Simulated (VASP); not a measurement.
Runs of VASP 6.6.1 on HgTe. The structure is that of space group Pm-3m (No. 221), or close to it. The cells are those of the table. 

```csv
cell,k mesh,gap on the mesh (eV),pressure (GPa)
"a = 3.837 Å, 2 atoms",4 × 4 × 4,none,-5.5
"a = 3.916 Å, 2 atoms",4 × 4 × 4,none,-7.1
"a = 3.651 Å, 2 atoms",6 × 6 × 6,none,2.0
"a = 3.681 Å, 2 atoms",6 × 6 × 6,none,(a)
```

Alike in all rows: task single point; level LDA; potentials or basis VASP PAW LDA potentials, release 64 (Hg, Te); no spin polarisation; cutoff (eV) 500; smearing gaussian 0.05 eV.

Question: Fill in the values left out.

Answer: (a) 0.3.

Caveats: some runs use coarse meshes; spin-orbit coupling is left out, which moves the levels of the heavy elements.

A k mesh can miss the band edges, and the runs leave out spin-orbit coupling on Hg, Te.

A gap of «none» marks levels without a gap at the run's occupations.
